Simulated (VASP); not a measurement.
Crystal: Ni3Pt.

```
CELL_PARAMETERS angstrom
3.62457 0.00000 0.00000
0.00000 3.62457 0.00000
0.00000 0.00000 3.62457
ATOMIC_POSITIONS crystal
Ni 0.50000 0.00000 0.50000
Ni 0.00000 0.50000 0.50000
Ni 0.50000 0.50000 0.00000
Pt 0.00000 0.00000 0.00000
```

Base run:

- Program: VASP 6.6.1
- Functional: LDA
- Potentials or basis: VASP PAW LDA potentials, release 64 (Ni, Pt)
- Cutoff: 520 eV
- k mesh: 9 × 9 × 9
- Occupations: fermi-dirac, width 0.05 eV
- Spin: collinear spin, ferromagnetic start
- Starting moments: [1.5, 1.5, 1.5, 0.6] μB

Its results: pressure -11.5 GPa; site moments Ni +0.62; Pt +0.30 μB.

Q: The run is repeated on the same cell with these changes: moments at the start from [1.5, 1.5, 1.5, 0.6] to [0.17, 0.17, 0.17, 0.07]; fixed moment from none to 0.57 μB. What comes out?

A: Pressure -12.8 GPa; site moments Ni +0.17; Pt +0.07 μB.

Caveats: the cell stands under tension; the total moment is fixed, so each spin has its own Fermi level (at least some runs).
